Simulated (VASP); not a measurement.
# SnAs2H4N2 (C2/m) in VASP: notebook

Runs on SnAs2H4N2. Level: PBE. Tasks: single point, relaxation of cell and atoms.

Program: VASP 6.6.1. These are calculated values, not measurements. Logs are shortened: lines on timing, memory, paths and dates and some standing lists are left out, and cuts for length are marked.

### 1 The cell of the first run

It takes space group C2/m (No. 12, monoclinic). Conventional cell: a = 13.188 Å, b = 3.205 Å, c = 6.425 Å, α = 90.00°, β = 115.39°, γ = 90.00°. Within 2.9 Å of Sn (site symmetry 2/m) lie 4 N at 2.21 Å and 2 As at 2.75 Å and 8 H at 2.77 to 2.80 Å. As (site symmetry m) has 5 As at 2.51 to 4.07 Å and 4 Sn at 2.75 to 4.22 Å and 10 H at 2.80 to 4.26 Å and 7 N at 3.49 to 3.82 Å within 4.3 Å. Within 1.4 Å of N (site symmetry m) lie 2 H at 1.03 Å. H (site symmetry m) has 1 N at 1.03 Å within 1.4 Å. Within 1.4 Å of H (site symmetry m) lie 1 N at 1.03 Å.

### 2 Single point, PBE

The input, INCAR:

```
SYSTEM = SnAs2H4N2
PREC = Accurate
ENCUT = 520
EDIFF = 1E-7
ISMEAR = -1
SIGMA = 0.1
LREAL = .False.
LASPH = .True.
NELM = 80
ALGO = Normal
ISIF = 2
LWAVE = .False.
LCHARG = .False.
GGA = PE
NBANDS = 29
```

The input, KPOINTS:

```
regular mesh
0
Gamma
  6 6 4
  0 0 0
```

The input, POSCAR:

```
SnAs2H4N2
1.0
    0.0000001408      3.2048268091      0.0000000396
    6.9001352381     -1.6024136966     -0.9018584403
    2.5803687366     -0.0000000407     -5.8836086513
Sn As N H
1 2 2 4
Direct
    0.0000000000      0.0000000000      0.0000000000
    0.9109964411      0.8219928822      0.7044050894
    0.0890035589      0.1780071178      0.2955949106
    0.6198569447      0.2397138894      0.7819490385
    0.3801430553      0.7602861106      0.2180509615
    0.6390569470      0.2781138939      0.6046115917
    0.3609430530      0.7218861061      0.3953884083
    0.6930062534      0.3860125069      0.7849896436
    0.3069937466      0.6139874931      0.2150103564
```

Potentials or basis: VASP PAW PBE potentials, release 64 (Sn_d, As, N, H).

The run is started by

```bash
> cat potpaw_PBE.64/Sn_d/POTCAR potpaw_PBE.64/As/POTCAR potpaw_PBE.64/N/POTCAR potpaw_PBE.64/H/POTCAR > POTCAR
> mpirun -np 1 vasp_std > vasp.out
```

OUTCAR:

```text
SYSTEM = SnAs2H4N2
   PREC = Accurate
   ENCUT = 520
   EDIFF = 1E-7
   ISMEAR = -1
   LREAL = .False.
   LASPH = .True.
   NELM = 80
   ISIF = 2
   GGA = PE

 ion  position               nearest neighbor table
   1  0.000  0.000  0.000-   4 2.21   5 2.21   5 2.21   4 2.21   3 2.75   2 2.75
   2  0.911  0.822  0.704-   3 2.51   1 2.75
   3  0.089  0.178  0.296-   2 2.51   1 2.75
   4  0.620  0.240  0.782-   6 1.03   8 1.03   1 2.21   1 2.21
   5  0.380  0.760  0.218-   7 1.03   9 1.03   1 2.21   1 2.21
   6  0.639  0.278  0.605-   4 1.03
   7  0.361  0.722  0.395-   5 1.03
   8  0.693  0.386  0.785-   4 1.03
   9  0.307  0.614  0.215-   5 1.03

  LATTYP: Found a base centered monoclinic cell.
 ALAT       =    13.1876030571
 B/A-ratio  =     0.2430181433
 C/A-ratio  =     0.4871676958
 COS(beta)  =    -0.4287786394

  Lattice vectors:

 A1 = (   4.3197666423,   1.6024131532,   4.9817502506)
 A2 = (   4.3197665015,  -1.6024136559,   4.9817502110)
 A3 = (   2.5803687366,  -0.0000000407,  -5.8836086513)

Analysis of symmetry for initial positions (statically):
=====================================================================
 Subroutine PRICEL returns:
 Original cell was already a primitive cell.

 Routine SETGRP: Setting up the symmetry group for a
 base centered monoclinic supercell.

 Subroutine GETGRP returns: Found  4 space group operations
 (whereof  4 operations were pure point group operations)
 out of a pool of  4 trial point group operations.

The static configuration has the point symmetry C_2h.

Analysis of symmetry for dynamics (positions and initial velocities):
=====================================================================
 Subroutine PRICEL returns:
 Original cell was already a primitive cell.

 Routine SETGRP: Setting up the symmetry group for a
 base centered monoclinic supercell.

 Subroutine GETGRP returns: Found  4 space group operations
 (whereof  4 operations were pure point group operations)
 out of a pool of  4 trial point group operations.

The dynamic configuration has the point symmetry C_2h.

 Subroutine INISYM returns: Found  4 space group operations
 (whereof  4 operations are pure point group operations),
 and found     1 'primitive' translations

----------------------------------------------------------------------------------------

[... 105 lines left out ...]
   NELM   =     80;   NELMIN=  2; NELMDL= -5     # of ELM steps
   EDIFF  = 0.1E-06   stopping-criterion for ELM
   LREAL  =      F    real-space projection
   EDIFFG = 0.1E-05   stopping-criterion for IOM
   NSW    =      0    number of steps for IOM
   IBRION =     -1    ionic relax: 0-MD 1-quasi-New 2-CG
   NFREE  =      0    steps in history (QN), initial steepest desc. (CG)
   ISIF   =      2    stress and relaxation
   ISYM   =      2    0-nonsym 1-usesym 2-fastsym
   POTIM  = 0.5000    time-step for ionic-motion
   TEBEG  =    0.0;   TEEND  =   0.0 temperature during run
   PSTRESS=    0.0 pullay stress
   NELECT =      38.0000    total number of electrons
   NUPDOWN=      -1.0000    fix difference up-down
   EMIN   =  10.00;   EMAX   =-10.00  energy-range for DOS
   EFERMI =   0.00;   METHOD = LEGACY
   ISMEAR =    -1;   SIGMA  =   0.10  broadening in eV -4-tet -1-fermi 0-gaus
   EFERMI_NEDOS =   21; number of points for ismear=-14 and -15
   IALGO  =     38    algorithm
   IMIX   =      4    mixing-type and parameters
     AMIX     =   0.40;   BMIX     =  1.00
     AMIX_MAG =   1.60;   BMIX_MAG =  1.00
  volume/ion in A,a.u.               =      13.63        91.97
  Fermi-wavevector in a.u.,A,eV,Ry     =   1.107761  2.093365 16.696188  1.227135
  Thomas-Fermi vector in A             =   2.244280
   LORBIT       =      0    0 simple, 1 ext, 2 COOP (PROOUT), +10 PAW based schemes
   GGA     = PE    functional components
   LHFCALC =     F    Hartree Fock is set to
   AEXX    =    0.0000 exact exchange contribution
   IVDW    =     0    specifies the selected vdW correction
   LEPSILON=     F    determine dielectric tensor
   LRPA    =     F    only Hartree local field effects (RPA)
 non-spin polarized calculation
  energy-cutoff  :      520.00
  volume of cell :      122.65
 maximum number of plane-waves:      3334
   NGX = 11   NGY = 27   NGZ = 23

 number of electron      37.9999998 magnetization

 Free energy of the ion-electron system (eV)
  ---------------------------------------------------
  ext. energy  EPLUGINS =         0.00000000
  ---------------------------------------------------
  free energy    TOTEN  =       -44.00696114 eV

  energy without entropy =      -43.96562500  energy(sigma->0) =      -43.98629307

 E-fermi :   3.2747     XC(G=0):  -9.0016

 val. band max:        3.1161064532   @ k =  -0.3333   0.1667  -0.0000
 cond. band min:       3.4649717281   @ k =   0.1667  -0.3333   0.2500
 fundamental gap:      0.3488652749
 Fermi energy:         3.2747155988

 k-point     1 :       0.0000    0.0000    0.0000
  band No.  band energies     occupation
      1     -18.3623      2.00000
      2     -18.1273      2.00000
      3     -18.1229      2.00000
      4     -18.0827      2.00000
      5     -18.0800      2.00000
      6     -13.9883      2.00000
[... 757 lines left out ...]
     28      10.3461      0.00000
     29      11.4735      0.00000

 [... further k-points ...]
[... 5 lines left out ...]
  --------------------------------------------------------------------------------------
  -------------------------------------------------------------------------------------
  Total        0.0121248     -0.0690149      0.0379855     -0.0000000     -0.0000000      0.0229734
  in kB        0.1583859     -0.9015378      0.4962020     -0.0000001     -0.0000000      0.3001005
  external PRESSURE =      -0.0823166 kB  Pullay stress =       0.0000000 kB

 VOLUME and BASIS-vectors are now :
 -----------------------------------------------------------------------------
  energy-cutoff  :      520.00
  volume of cell :      122.65
      direct lattice vectors                 reciprocal lattice vectors
     0.000000141  3.204826809  0.000000040     0.076868595  0.312029338  0.033712186
     6.900135238 -1.602413697 -0.901858440     0.153737164 -0.000000008  0.067424364
     2.580368737 -0.000000041 -5.883608651    -0.023565326  0.000000003 -0.180298741

 POSITION                                       TOTAL-FORCE (eV/Angst)
 -----------------------------------------------------------------------------------
      0.00000      0.00000      0.00000        -0.000000      0.000000      0.000000
      7.48949      1.60241     -4.88577        -0.026576      0.000000     -0.018209
      1.99102     -0.00000     -1.89970         0.026576     -0.000000      0.018209
      3.67178      1.60241     -4.81687         0.023784     -0.000000      0.018931
      5.80873     -0.00000     -1.96860        -0.023784      0.000000     -0.018931
      3.47914      1.60241     -3.80812        -0.006750      0.000000      0.004305
      6.00136     -0.00000     -2.97735         0.006750     -0.000000     -0.004305
      4.68910      1.60241     -4.96670         0.000150      0.000000     -0.006759
      4.79140     -0.00000     -1.81877        -0.000150     -0.000000      0.006759
 -----------------------------------------------------------------------------------
    total drift:                                0.000000      0.000000     -0.000000

  FREE ENERGIE OF THE ION-ELECTRON SYSTEM (eV)
  ---------------------------------------------------
  free  energy   TOTEN  =       -44.0069611356 eV

  energy  without entropy=      -43.9656249982  energy(sigma->0) =      -43.98629307
```

Wall time 67 s (1 thread of Intel Xeon 6975P-C (Granite Rapids), shared host); peak memory 0.34 GiB.

What came out:

```
Free energy            : -44.0070 eV
Pressure               : 0.0 GPa
Largest force          : 0.032 eV/Å
Band gap on the k mesh : zero (bands 19 and 20 overlap by 2.83 eV)
```

Forces in eV/Å, atoms in the order of the input:
```
Sn   0.000  0.000  0.000
As  -0.027  0.000 -0.018
As   0.027  0.000  0.018
N    0.024  0.000  0.019
N   -0.024  0.000 -0.019
H   -0.007  0.000  0.004
H    0.007  0.000 -0.004
H    0.000  0.000 -0.007
H    0.000  0.000  0.007
```

Stress tensor (GPa, compression positive):
```
 0.02  0.00  0.03
 0.00 -0.09  0.00
 0.03  0.00  0.05
```

Caveat: spin-orbit coupling is left out, which moves the levels of the heavy elements.

[end of part 1 of 2]

The gap in the log of VASP goes by the Fermi energy; the results here count the filled bands.